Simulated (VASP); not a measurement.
Input of a VASP 6.6.1 run:

File INCAR:

```
ALGO     = Fast           # electronic algorithm
EDIFF    = 1E-7           # SCF threshold, eV
ENCUT    = 520            # plane-wave cutoff, eV
ISIF     = 2              # what is computed and relaxed
ISMEAR   = -1             # smearing method
LASPH    = T              # aspherical terms in the spheres
LCHARG   = F              # write CHGCAR
LREAL    = F              # projectors in reciprocal space
LWAVE    = F              # write WAVECAR
NBANDS   = 24             # bands
NELM     = 60             # most SCF steps
PREC     = Accurate       # precision mode
SIGMA    = 0.05           # smearing width, eV
```

The input KPOINTS:

```
k-points
0
Gamma
  10 10 10
```

The input POSCAR:

```
Ag
1.0
    1.4631606428      0.8447561911      7.1562951873
   -1.4631606428      0.8447561911      7.1562951873
    0.0000000000     -1.6895123820      7.1562951873
Ag
3
Direct
    0.2222810000      0.2222810000      0.2222810000
    0.7777190000      0.7777190000      0.7777190000
    0.0000000000      0.0000000000      0.0000000000
```

Potentials or basis: VASP PAW LDA potentials, release 64 (Ag).

The run is started by

```bash
$ cat potpaw_LDA.64/Ag/POTCAR > POTCAR
$ mpirun -np 1 vasp_std > vasp.out
```

**Question.** What does it give for the band gap on the k mesh?

**Answer.** Zero (an odd number of electrons rules out a gap without spin polarisation).

**Question.** Predict the largest force.

**Answer.** 0.004 eV/Å.

**Question.** Predict the pressure.

**Answer.** -9.9 GPa.

Stress tensor (GPa, compression positive):
```
 -9.69   0.00   0.00
  0.00  -9.69   0.00
  0.00   0.00 -10.24
```

Caveat: the cell stands under tension.
